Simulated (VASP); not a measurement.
# La2TaO2 (P6/mmm) in VASP: single point with PBE

Aim: the single point of La2TaO2 with PBE.

Program: VASP 6.6.1. These are calculated values, not measurements. Logs are shortened: lines on timing, memory, paths and dates and some standing lists are left out, and cuts for length are marked.

### 1 The cell of the first run

It takes space group P6/mmm (No. 191, hexagonal). The conventional cell has a = 3.669 Å, b = 3.669 Å, c = 8.742 Å, α = 90.00°, β = 90.00°, γ = 120.00°. La (site symmetry 6mm) has 1 Ta at 2.53 Å and 6 O at 2.80 Å within 3.3 Å. Ta (site symmetry 6/mmm) has 2 La at 2.53 Å within 3.3 Å. Within 2.9 Å of O (site symmetry -6m2) lie 3 O at 2.12 Å and 6 La at 2.80 Å.

The cell was generated, and may not be a known phase.

### 2 Single point, PBE, collinear spin

Input file INCAR:

```
ALGO = Normal
EDIFF = 1E-6
ENCUT = 700
GGA = PE
GGA_COMPAT = False
ISIF = 2
ISMEAR = 0
ISPIN = 2
LASPH = True
LCHARG = False
LMAXMIX = 6
LORBIT = 11
LREAL = False
LWAVE = False
MAGMOM = 0 0 1 0 0
NBANDS = 36
NELM = 200
PREC = Accurate
SIGMA = 0.1
```

Input file KPOINTS:

```
k-points
0
Gamma
  6 6 2
```

Input file POSCAR:

```
La2TaO2
1.0
    3.6689314600      0.0000000000      0.0000000000
   -1.8344657300      3.1773878500      0.0000000000
    0.0000000000      0.0000000000      8.7418344100
La Ta O
2 1 2
Direct
    0.0000000000      0.0000000000      0.2101468400
    0.0000000000      0.0000000000      0.7898531600
    0.0000000000      0.0000000000      0.5000000000
    0.3333333300      0.6666666700      0.0000000000
    0.6666666700      0.3333333300      0.0000000000
```

Potentials or basis: VASP PAW PBE potentials, release 64 (La, Ta_sv_GW, O).

Run with:

```bash
$ cat potpaw_PBE.64/La/POTCAR potpaw_PBE.64/Ta_sv_GW/POTCAR potpaw_PBE.64/O/POTCAR > POTCAR
$ mpirun -np 1 vasp_std > vasp.out
```

OUTCAR:

```text
EDIFF = 1E-6
   ENCUT = 700
   GGA = PE
   ISIF = 2
   ISMEAR = 0
   ISPIN = 2
   LASPH = True
   LORBIT = 11
   LREAL = False
   NELM = 200
   PREC = Accurate

 ion  position               nearest neighbor table
   1  0.000  0.000  0.210-   3 2.53   4 2.80   5 2.80   5 2.80   4 2.80   5 2.80   4 2.80   2 3.67

   2  0.000  0.000  0.790-   3 2.53   4 2.80   5 2.80   5 2.80   4 2.80   5 2.80   4 2.80   1 3.67

   3  0.000  0.000  0.500-   1 2.53   2 2.53
   4  0.333  0.667  0.000-   1 2.80   2 2.80   1 2.80   2 2.80   1 2.80   2 2.80
   5  0.667  0.333  0.000-   1 2.80   2 2.80   1 2.80   2 2.80   1 2.80   2 2.80

  LATTYP: Found a hexagonal cell.
 ALAT       =     3.6689314600
 C/A-ratio  =     2.3826649544

  Lattice vectors:

 A1 = (   3.6689314600,   0.0000000000,   0.0000000000)
 A2 = (  -1.8344657300,   3.1773878500,   0.0000000000)
 A3 = (   0.0000000000,   0.0000000000,   8.7418344100)

Analysis of symmetry for initial positions (statically):
=====================================================================
 Subroutine PRICEL returns:
 Original cell was already a primitive cell.

 Routine SETGRP: Setting up the symmetry group for a
 hexagonal supercell.

 Subroutine GETGRP returns: Found 24 space group operations
 (whereof 24 operations were pure point group operations)
 out of a pool of 24 trial point group operations.

The static configuration has the point symmetry D_6h.

Analysis of symmetry for dynamics (positions and initial velocities):
=====================================================================
 Subroutine PRICEL returns:
 Original cell was already a primitive cell.

 Routine SETGRP: Setting up the symmetry group for a
 hexagonal supercell.

 Subroutine GETGRP returns: Found 24 space group operations
 (whereof 24 operations were pure point group operations)
 out of a pool of 24 trial point group operations.

The dynamic configuration has the point symmetry D_6h.

Analysis of structural, dynamic, and magnetic symmetry:
=====================================================================
 Subroutine PRICEL returns:
 Original cell was already a primitive cell.

 Routine SETGRP: Setting up the symmetry group for a
 hexagonal supercell.

 Subroutine GETGRP returns: Found 24 space group operations
 (whereof 24 operations were pure point group operations)
 out of a pool of 24 trial point group operations.

The overall configuration has the point symmetry D_6h.

 Subroutine INISYM returns: Found 24 space group operations
 (whereof 24 operations are pure point group operations),
 and found     1 'primitive' translations

----------------------------------------------------------------------------------------

                                     Primitive cell

  volume of cell :     101.9090

  direct lattice vectors                    reciprocal lattice vectors
     3.668931460  0.000000000  0.000000000     0.272558921  0.157361966  0.000000000
    -1.834465730  3.177387850  0.000000000     0.000000000  0.314723933  0.000000000
     0.000000000  0.000000000  8.741834410     0.000000000  0.000000000  0.114392467

  length of vectors
     3.668931460  3.668931461  8.741834410     0.314723933  0.314723933  0.114392467

  position of ions in fractional coordinates (direct lattice)
     0.000000000  0.000000000  0.210146840
     0.000000000  0.000000000  0.789853160
     0.000000000  0.000000000  0.500000000
     0.333333330  0.666666670  0.000000000
     0.666666670  0.333333330  0.000000000

  ion indices of the primitive-cell ions
   primitive index   ion index
                 1           1
                 2           2
                 3           3
                 4           4
                 5           5

----------------------------------------------------------------------------------------

[... 31 lines left out ...]
  0.333333  0.166667  0.000000     12.000000
  0.333333  0.333333  0.000000      2.000000
  0.000000  0.000000  0.500000      1.000000
  0.166667  0.000000  0.500000      6.000000
  0.333333  0.000000  0.500000      6.000000
  0.500000  0.000000  0.500000      3.000000
  0.166667  0.166667  0.500000      6.000000
  0.333333  0.166667  0.500000     12.000000
  0.333333  0.333333  0.500000      2.000000
   k-points           NKPTS =     14   k-points in BZ     NKDIM =     14   number of bands    NBANDS=     36
   number of dos      NEDOS =    301   number of ions     NIONS =      5
   total plane-waves  NPLWV =  81920
   dimension x,y,z NGX =    32 NGY =   32 NGZ =   80
   dimension x,y,z NGXF=    64 NGYF=   64 NGZF=  160
   ions per type =               2   1   2
   NGX,Y,Z   is equivalent  to a cutoff of  14.50, 14.50, 15.21 a.u.
   NGXF,Y,Z  is equivalent  to a cutoff of  29.00, 29.00, 30.43 a.u.
 SYSTEM =  unknown system
   PREC   = accura    normal or accurate (medium, high low for compatibility)
   ISTART =      0    job   : 0-new  1-cont  2-samecut
   ICHARG =      2    charge: 1-file 2-atom 10-const
   ISPIN  =      2    spin polarized calculation?
   LNONCOLLINEAR =      F non collinear calculations
   LSORBIT =      F    spin-orbit coupling
   LASPH  =      T    aspherical Exc in radial PAW
   ENCUT  =  700.0 eV  51.45 Ry    7.17 a.u.   7.91  7.91 18.86*2*pi/ulx,y,z
   NELM   =    200;   NELMIN=  2; NELMDL= -5     # of ELM steps
   EDIFF  = 0.1E-05   stopping-criterion for ELM
   LREAL  =      F    real-space projection
   EDIFFG = 0.1E-04   stopping-criterion for IOM
   NSW    =      0    number of steps for IOM
   IBRION =     -1    ionic relax: 0-MD 1-quasi-New 2-CG
   NFREE  =      0    steps in history (QN), initial steepest desc. (CG)
   ISIF   =      2    stress and relaxation
   ISYM   =      2    0-nonsym 1-usesym 2-fastsym
   POTIM  = 0.5000    time-step for ionic-motion
   TEBEG  =    0.0;   TEEND  =   0.0 temperature during run
   PSTRESS=    0.0 pullay stress
   NELECT =      47.0000    total number of electrons
   NUPDOWN=      -1.0000    fix difference up-down
   EMIN   =  10.00;   EMAX   =-10.00  energy-range for DOS
   EFERMI =   0.00;   METHOD = LEGACY
   ISMEAR =     0;   SIGMA  =   0.10  broadening in eV -4-tet -1-fermi 0-gaus
   EFERMI_NEDOS =   21; number of points for ismear=-14 and -15
   IALGO  =     38    algorithm
   IMIX   =      4    mixing-type and parameters
     AMIX     =   0.40;   BMIX     =  1.00
     AMIX_MAG =   1.60;   BMIX_MAG =  1.00
  volume/ion in A,a.u.               =      20.38       137.54
  Fermi-wavevector in a.u.,A,eV,Ry     =   1.264843  2.390207 21.766982  1.599828
  Thomas-Fermi vector in A             =   2.398127
   LORBIT       =     11    0 simple, 1 ext, 2 COOP (PROOUT), +10 PAW based schemes
   GGA     = PE    functional components
   LHFCALC =     F    Hartree Fock is set to
   AEXX    =    0.0000 exact exchange contribution
   IVDW    =     0    specifies the selected vdW correction
   LEPSILON=     F    determine dielectric tensor
   LRPA    =     F    only Hartree local field effects (RPA)
 spin polarized calculation
 Gauss-broadening in eV      SIGMA  =   0.10
  energy-cutoff  :      700.00
  volume of cell :      101.91
 maximum number of plane-waves:      4326
 NGX is ok and might be reduce to    32
   NGX = 15   NGY = 15   NGZ = 37

 number of electron      47.0000004 magnetization       1.4274704

 Free energy of the ion-electron system (eV)
  ---------------------------------------------------
  ext. energy  EPLUGINS =         0.00000000
  ---------------------------------------------------
  free energy    TOTEN  =       -34.41825559 eV

  energy without entropy =      -34.39548116  energy(sigma->0) =      -34.40686838

 E-fermi :   7.9216     XC(G=0): -10.6447

 val. band max:        7.8934487508   @ k =   0.0000   0.0000   0.0000
 cond. band min:       7.9228639079   @ k =   0.1667   0.1667   0.5000
 fundamental gap:      0.0294151571
 Fermi energy:         7.9216414352

 spin component 1

 k-point     1 :       0.0000    0.0000    0.0000
  band No.  band energies     occupation
      1     -60.0908      1.00000
      2     -27.1855      1.00000
      3     -26.4798      1.00000
      4     -26.4798      1.00000
      5     -24.4868      1.00000
      6     -24.1484      1.00000
[... 521 lines left out ...]
     34      10.8507      0.00000
     35      10.8944      0.00000
 Fermi energy:         7.9216414352

 spin component 2

 k-point     1 :       0.0000    0.0000    0.0000
  band No.  band energies     occupation
      1     -59.7981      1.00000
      2     -26.5781      1.00000
      3     -26.1717      1.00000
      4     -26.1717      1.00000
      5     -24.3860      1.00000
      6     -24.0278      1.00000
[... 521 lines left out ...]
     34      10.9544      0.00000
     35      10.9890      0.00000
 [bands above 35 left out]

------------------------ aborting loop because EDIFF is reached ----------------------------------------

  FORCE on cell =-STRESS in cart. coord.  units (eV):
  Direction    XX          YY          ZZ          XY          YZ          ZX
  --------------------------------------------------------------------------------------
  -------------------------------------------------------------------------------------
  Total       -0.3554448     -0.3554448      1.1369975     -0.0000000      0.0000000     -0.0000000
  in kB       -5.5881787     -5.5881787     17.8754783     -0.0000000      0.0000000     -0.0000000
  external PRESSURE =       2.2330403 kB  Pullay stress =       0.0000000 kB

 VOLUME and BASIS-vectors are now :
 -----------------------------------------------------------------------------
  energy-cutoff  :      700.00
  volume of cell :      101.91
      direct lattice vectors                 reciprocal lattice vectors
     3.668931460  0.000000000  0.000000000     0.272558921  0.157361966  0.000000000
    -1.834465730  3.177387850  0.000000000     0.000000000  0.314723933  0.000000000
     0.000000000  0.000000000  8.741834410     0.000000000  0.000000000  0.114392467

 POSITION                                       TOTAL-FORCE (eV/Angst)
 -----------------------------------------------------------------------------------
      0.00000      0.00000      1.83707        -0.000000     -0.000000     -5.194632
      0.00000      0.00000      6.90477        -0.000000      0.000000      5.194632
      0.00000      0.00000      4.37092        -0.000000      0.000000      0.000000
     -0.00000      2.11826      0.00000        -0.000000      0.000000      0.000000
      1.83447      1.05913      0.00000         0.000000      0.000000      0.000000
 -----------------------------------------------------------------------------------
    total drift:                               -0.000000      0.000000      0.000000

  FREE ENERGIE OF THE ION-ELECTRON SYSTEM (eV)
  ---------------------------------------------------
  free  energy   TOTEN  =       -34.4182555903 eV

  energy  without entropy=      -34.3954811640  energy(sigma->0) =      -34.40686838

 total charge

# of ion       s       p       d       f       tot
--------------------------------------------------
    1        2.002   5.611   0.899   0.267   8.779
    2        2.002   5.611   0.899   0.267   8.779
    3        3.255   5.977   2.458   0.021  11.711
    4        1.607   3.218   0.000   0.000   4.825
    5        1.607   3.218   0.000   0.000   4.825
--------------------------------------------------
tot         10.472  23.635   4.256   0.556  38.919

 magnetization (x)

# of ion       s       p       d       f       tot
--------------------------------------------------
    1        0.003   0.016   0.140   0.073   0.231
    2        0.003   0.016   0.140   0.073   0.231
    3        0.251  -0.001   0.643   0.001   0.894
    4        0.001   0.073   0.000   0.000   0.074
    5        0.001   0.073   0.000   0.000   0.074
--------------------------------------------------
tot          0.259   0.175   0.923   0.146   1.504
```

Run time: 12 min. Hardware: 1 thread of AMD EPYC, shared host; peak memory 0.39 GiB.

What came out:

| Property | Result |
| --- | --- |
| Free energy | -34.4183 eV |
| Pressure | 0.2 GPa |
| Largest force | 5.195 eV/Å |
| Net moment | 1.43 μB per cell |
| Site moments | La +0.23; Ta +0.89; O +0.07 μB |
| Valence electrons inside the program's atomic spheres | La 8.78; Ta 11.71; O 4.83 |

Forces on the atoms (eV/Å):
```
La   0.000  0.000 -5.195
La   0.000  0.000  5.195
Ta   0.000  0.000  0.000
O    0.000  0.000  0.000
O    0.000  0.000  0.000
```

Stress tensor (GPa, compression positive):
```
-0.56  0.00  0.00
 0.00 -0.56  0.00
 0.00  0.00  1.79
```

Caveat: spin-orbit coupling is left out, which moves the levels of the heavy elements; forces of over 1 eV/Å act on the atoms, so gaps and moduli don't describe the material at rest.
